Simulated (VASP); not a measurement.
# Cr (Im-3m) in VASP: single point with PBE

Aim: the single point of Cr with PBE.

Program: VASP 6.6.1. These are calculated values, not measurements. Logs are shortened: lines on timing, memory, paths and dates and some standing lists are left out, and cuts for length are marked.

### Step 1. The cell of the first run

It takes space group Im-3m (No. 229, cubic). The conventional cell has a = 3.014 Å, b = 3.014 Å, c = 3.014 Å, α = 90.00°, β = 90.00°, γ = 90.00°. Cr (site symmetry m-3m) has 14 Cr at 2.61 to 3.01 Å within 3.4 Å.

### Step 2. Single point, PBE, collinear spin, zero start

File INCAR:

```
PREC     = Accurate       # precision mode
ENCUT    = 500            # plane-wave cutoff, eV
EDIFF    = 1E-6           # SCF threshold, eV
ISMEAR   = -1             # smearing method
SIGMA    = 0.1            # smearing width, eV
LREAL    = False          # projectors in reciprocal space
LASPH    = True           # aspherical terms in the spheres
NELM     = 200            # most SCF steps
ALGO     = Normal         # electronic algorithm
ISIF     = 2              # what is computed and relaxed
LWAVE    = False          # write WAVECAR
LCHARG   = False          # write CHGCAR
ISPIN    = 2              # spin polarisation
MAGMOM   = 0              # initial moments
LORBIT   = 11             # projections on sites
LMAXMIX  = 4              # l up to which the mixer works
GGA      = PE             # functional
NBANDS   = 16             # bands
GGA_COMPAT= False
```

File KPOINTS:

```
regular mesh
0
Gamma
  8 8 8
```

File POSCAR:

```
Cr
1.0
   -1.5069310000      1.5069310000      1.5069310000
    1.5069310000     -1.5069310000      1.5069310000
    1.5069310000      1.5069310000     -1.5069310000
Cr
1
Direct
    0.0000000000      0.0000000000      0.0000000000
```

Potentials or basis: VASP PAW PBE potentials, release 64 (Cr_pv).

Run with:

```console
> cat potpaw_PBE.64/Cr_pv/POTCAR > POTCAR
> mpirun -np 1 vasp_std > vasp.out
```

OUTCAR:

```text
PREC = Accurate
   ENCUT = 500
   EDIFF = 1E-6
   ISMEAR = -1
   LREAL = False
   LASPH = True
   NELM = 200
   ISIF = 2
   ISPIN = 2
   LORBIT = 11
   GGA = PE

 ion  position               nearest neighbor table
   1  0.000  0.000  0.000-

  LATTYP: Found a body centered cubic cell.
 ALAT       =     3.0138620000

  Lattice vectors:

 A1 = (  -1.5069310000,   1.5069310000,   1.5069310000)
 A2 = (   1.5069310000,  -1.5069310000,   1.5069310000)
 A3 = (   1.5069310000,   1.5069310000,  -1.5069310000)

Analysis of symmetry for initial positions (statically):
=====================================================================
 Subroutine PRICEL returns:
 Original cell was already a primitive cell.

 Routine SETGRP: Setting up the symmetry group for a
 body centered cubic supercell.

 Subroutine GETGRP returns: Found 48 space group operations
[... 9 lines left out ...]

 Routine SETGRP: Setting up the symmetry group for a
 body centered cubic supercell.

 Subroutine GETGRP returns: Found 48 space group operations
 (whereof 48 operations were pure point group operations)
 out of a pool of 48 trial point group operations.

The dynamic configuration has the point symmetry O_h .

Analysis of structural, dynamic, and magnetic symmetry:
=====================================================================
 Subroutine PRICEL returns:
 Original cell was already a primitive cell.

 Routine SETGRP: Setting up the symmetry group for a
 body centered cubic supercell.

 Subroutine GETGRP returns: Found 48 space group operations
 (whereof 48 operations were pure point group operations)
 out of a pool of 48 trial point group operations.

The overall configuration has the point symmetry O_h .

 Subroutine INISYM returns: Found 48 space group operations
[... 5 lines left out ...]
                                     Primitive cell

  volume of cell :      13.6880

  direct lattice vectors                    reciprocal lattice vectors
    -1.506931000  1.506931000  1.506931000     0.000000000  0.331800195  0.331800195
     1.506931000 -1.506931000  1.506931000     0.331800195  0.000000000  0.331800195
     1.506931000  1.506931000 -1.506931000     0.331800195  0.331800195  0.000000000

  length of vectors
     2.610081056  2.610081056  2.610081056     0.469236336  0.469236336  0.469236336

  position of ions in fractional coordinates (direct lattice)
     0.000000000  0.000000000  0.000000000

  ion indices of the primitive-cell ions
   primitive index   ion index
                 1           1

----------------------------------------------------------------------------------------

 KPOINTS: regular mesh

Automatic generation of k-mesh.
 Grid dimensions read from file:
 generate k-points for:    8    8    8

 Generating k-lattice:

  Cartesian coordinates                     Fractional coordinates (reciprocal lattice)
     0.000000000  0.041475024  0.041475024     0.125000000  0.000000000  0.000000000
     0.041475024  0.000000000  0.041475024     0.000000000  0.125000000  0.000000000
     0.041475024  0.041475024  0.000000000     0.000000000  0.000000000  0.125000000

  Length of vectors
     0.058654542  0.058654542  0.058654542

  Shift w.r.t. Gamma in fractional coordinates (k-lattice)
     0.000000000  0.000000000  0.000000000

 Subroutine IBZKPT returns following result:
 ===========================================

 Found     29 irreducible k-points:

 Following reciprocal coordinates:
            Coordinates               Weight
  0.000000  0.000000  0.000000      1.000000
  0.125000  0.000000  0.000000     12.000000
  0.250000  0.000000  0.000000     12.000000
  0.375000  0.000000  0.000000     12.000000
  0.500000  0.000000  0.000000      6.000000
  0.125000  0.125000  0.000000     24.000000
[... 16 lines left out ...]
 -0.250000  0.250000  0.250000      6.000000
 -0.375000  0.375000  0.250000     24.000000
 [... further k-points ...]
   k-points           NKPTS =     29   k-points in BZ     NKDIM =     29   number of bands    NBANDS=     16
   number of dos      NEDOS =    301   number of ions     NIONS =      1
   total plane-waves  NPLWV =   8000
   dimension x,y,z NGX =    20 NGY =   20 NGZ =   20
   dimension x,y,z NGXF=    40 NGYF=   40 NGZF=   40
   ions per type =               1
   NGX,Y,Z   is equivalent  to a cutoff of  12.74, 12.74, 12.74 a.u.
   NGXF,Y,Z  is equivalent  to a cutoff of  25.48, 25.48, 25.48 a.u.
 SYSTEM =  unknown system
   PREC   = accura    normal or accurate (medium, high low for compatibility)
   ISTART =      0    job   : 0-new  1-cont  2-samecut
   ICHARG =      2    charge: 1-file 2-atom 10-const
   ISPIN  =      2    spin polarized calculation?
   LNONCOLLINEAR =      F non collinear calculations
   LSORBIT =      F    spin-orbit coupling
   LASPH  =      T    aspherical Exc in radial PAW
   ENCUT  =  500.0 eV  36.75 Ry    6.06 a.u.   4.76  4.76  4.76*2*pi/ulx,y,z
   NELM   =    200;   NELMIN=  2; NELMDL= -5     # of ELM steps
   EDIFF  = 0.1E-05   stopping-criterion for ELM
   LREAL  =      F    real-space projection
   EDIFFG = 0.1E-04   stopping-criterion for IOM
   NSW    =      0    number of steps for IOM
   IBRION =     -1    ionic relax: 0-MD 1-quasi-New 2-CG
   NFREE  =      0    steps in history (QN), initial steepest desc. (CG)
   ISIF   =      2    stress and relaxation
   ISYM   =      2    0-nonsym 1-usesym 2-fastsym
   POTIM  = 0.5000    time-step for ionic-motion
   TEBEG  =    0.0;   TEEND  =   0.0 temperature during run
   PSTRESS=    0.0 pullay stress
   NELECT =      12.0000    total number of electrons
   NUPDOWN=      -1.0000    fix difference up-down
   EMIN   =  10.00;   EMAX   =-10.00  energy-range for DOS
   EFERMI =   0.00;   METHOD = LEGACY
   ISMEAR =    -1;   SIGMA  =   0.10  broadening in eV -4-tet -1-fermi 0-gaus
   EFERMI_NEDOS =   21; number of points for ismear=-14 and -15
   IALGO  =     38    algorithm
   IMIX   =      4    mixing-type and parameters
     AMIX     =   0.40;   BMIX     =  1.00
     AMIX_MAG =   1.60;   BMIX_MAG =  1.00
  volume/ion in A,a.u.               =      13.69        92.37
  Fermi-wavevector in a.u.,A,eV,Ry     =   1.566830  2.960879 33.401708  2.454956
  Thomas-Fermi vector in A             =   2.669100
   LORBIT       =     11    0 simple, 1 ext, 2 COOP (PROOUT), +10 PAW based schemes
   GGA     = PE    functional components
   LHFCALC =     F    Hartree Fock is set to
   AEXX    =    0.0000 exact exchange contribution
   IVDW    =     0    specifies the selected vdW correction
   LEPSILON=     F    determine dielectric tensor
   LRPA    =     F    only Hartree local field effects (RPA)
 spin polarized calculation
  energy-cutoff  :      500.00
  volume of cell :       13.69
 maximum number of plane-waves:       370
   NGX =  9   NGY =  9   NGZ =  9

 number of electron      11.9999987 magnetization       0.0000001

 number of electron      11.9999987 magnetization      -0.0000003

 Free energy of the ion-electron system (eV)
  ---------------------------------------------------
  ext. energy  EPLUGINS =         0.00000000
  ---------------------------------------------------
  free energy    TOTEN  =        -9.28685230 eV

  energy without entropy =       -9.26101958  energy(sigma->0) =       -9.27393594

 E-fermi :   8.6161     XC(G=0): -12.7190

 val. band max:        8.4333479735   @ k =  -0.3750   0.5000   0.2500
 cond. band min:       8.7510182643   @ k =  -0.2500   0.2500   0.1250
 fundamental gap:      0.3176702908
 Fermi energy:         8.6161247809

 spin component 1

 k-point     1 :       0.0000    0.0000    0.0000
  band No.  band energies     occupation
      1     -34.2144      1.00000
      2     -34.2144      1.00000
      3     -34.2144      1.00000
      4       1.5188      1.00000
      5       7.9882      0.99813
      6       7.9882      0.99813
[... 8 lines left out ...]
     15      35.7061      0.00000
     16      38.9035      0.00000

 k-point     2 :       0.1250    0.0000    0.0000
  band No.  band energies     occupation
      1     -34.2935      1.00000
      2     -34.2397      1.00000
      3     -34.2144      1.00000
      4       2.0991      1.00000
      5       7.7945      0.99973
      6       7.9388      0.99886
[... 8 lines left out ...]
     15      34.9521      0.00000
     16      35.2583      0.00000
[... 387 lines left out ...]
      5       7.3736      1.00000
      6       8.3876      0.90768
[... 8 lines left out ...]
     15      38.6961      0.00000
     16      38.6961      0.00000

 k-point    24 :      -0.3750    0.3750    0.2500
  band No.  band energies     occupation
      1     -34.6052      1.00000
      2     -34.4597      1.00000
      3     -34.4085      1.00000
      4       5.8741      1.00000
      5       6.6073      1.00000
      6       8.4024      0.89446
[... 8 lines left out ...]
     15      36.8658      0.00000
     16      37.7497      0.00000

 [... further k-points ...]

 spin component 2

 k-point     1 :       0.0000    0.0000    0.0000
  band No.  band energies     occupation
      1     -34.2144      1.00000
      2     -34.2144      1.00000
      3     -34.2144      1.00000
      4       1.5188      1.00000
      5       7.9882      0.99813
      6       7.9882      0.99813
[... 8 lines left out ...]
     15      35.7061      0.00000
     16      38.9036      0.00000

 k-point     2 :       0.1250    0.0000    0.0000
  band No.  band energies     occupation
      1     -34.2935      1.00000
      2     -34.2397      1.00000
      3     -34.2144      1.00000
      4       2.0991      1.00000
      5       7.7945      0.99973
      6       7.9388      0.99886
[... 8 lines left out ...]
     15      34.9521      0.00000
     16      35.2583      0.00000
[... 387 lines left out ...]
      5       7.3736      1.00000
      6       8.3876      0.90768
[... 8 lines left out ...]
     15      38.6961      0.00000
     16      38.6961      0.00000

 k-point    24 :      -0.3750    0.3750    0.2500
  band No.  band energies     occupation
      1     -34.6052      1.00000
      2     -34.4597      1.00000
      3     -34.4085      1.00000
      4       5.8741      1.00000
      5       6.6073      1.00000
      6       8.4024      0.89446
[... 8 lines left out ...]
     15      36.8658      0.00000
     16      37.7497      0.00000

 [... further k-points ...]

------------------------ aborting loop because EDIFF is reached ----------------------------------------

  FORCE on cell =-STRESS in cart. coord.  units (eV):
  Direction    XX          YY          ZZ          XY          YZ          ZX
  --------------------------------------------------------------------------------------
  -------------------------------------------------------------------------------------
  Total       -2.5978538     -2.5978538     -2.5978538     -0.0000000     -0.0000000      0.0000000
  in kB     -304.0781342   -304.0781342   -304.0781342     -0.0000000     -0.0000000      0.0000000
  external PRESSURE =    -304.0781342 kB  Pullay stress =       0.0000000 kB

 VOLUME and BASIS-vectors are now :
 -----------------------------------------------------------------------------
  energy-cutoff  :      500.00
  volume of cell :       13.69
      direct lattice vectors                 reciprocal lattice vectors
    -1.506931000  1.506931000  1.506931000     0.000000000  0.331800195  0.331800195
     1.506931000 -1.506931000  1.506931000     0.331800195  0.000000000  0.331800195
     1.506931000  1.506931000 -1.506931000     0.331800195  0.331800195  0.000000000

 POSITION                                       TOTAL-FORCE (eV/Angst)
 -----------------------------------------------------------------------------------
      0.00000      0.00000      0.00000        -0.000000      0.000000     -0.000000
 -----------------------------------------------------------------------------------
    total drift:                                0.000000      0.000000      0.000000

  FREE ENERGIE OF THE ION-ELECTRON SYSTEM (eV)
  ---------------------------------------------------
  free  energy   TOTEN  =        -9.2868523013 eV

  energy  without entropy=       -9.2610195779  energy(sigma->0) =       -9.27393594

 total charge

# of ion       s       p       d       tot
------------------------------------------
    1        0.383   6.310   4.043  10.736

 magnetization (x)

# of ion       s       p       d       tot
------------------------------------------
    1       -0.000  -0.000  -0.000  -0.000
```

It took 9.8 s on 1 thread of Intel Xeon Platinum 8559C (Emerald Rapids), shared host; peak memory 0.13 GiB.

Results:

```yaml
Free_energy: -9.2869 eV
Pressure: -30.4 GPa
Band_gap_on_the_k_mesh: zero (filled and empty bands overlap)
Net_moment: 0.00 μB per cell
Valence_electrons_inside_the_program's_atomic_spheres: Cr 10.74
```

Levels at points of the mesh, in eV from the Fermi level:
Spin up:
```tsv
k point	band 2	band 3	band 4	band 5	band 6	band 7	band 8	band 9	band 10	band 11
(0.00, 0.00, 0.00)	-42.83	-42.83	-7.10	-0.63	-0.63	-0.63	1.02	1.02	7.12	21.08
(0.50, 0.00, 0.00)	-43.00	-42.83	-3.55	-1.84	0.91	0.99	1.26	2.31	7.10	8.18
(0.50, 0.50, 0.50)	-43.20	-43.20	-3.27	-3.27	2.01	2.01	2.01	7.11	9.31	9.31
```
Spin down:
| k point | band 4 | band 5 | band 6 | band 7 | band 8 | band 9 |
| --- | --- | --- | --- | --- | --- | --- |
| (0.00, 0.00, 0.00) | -7.10 | -0.63 | -0.63 | -0.63 | 1.02 | 1.02 |
| (0.50, 0.00, 0.00) | -3.55 | -1.84 | 0.91 | 0.99 | 1.26 | 2.31 |
| (0.50, 0.50, 0.50) | -3.27 | -3.27 | 2.01 | 2.01 | 2.01 | 7.11 |

Caveat: the k points lie up to 0.37 Å⁻¹ apart.
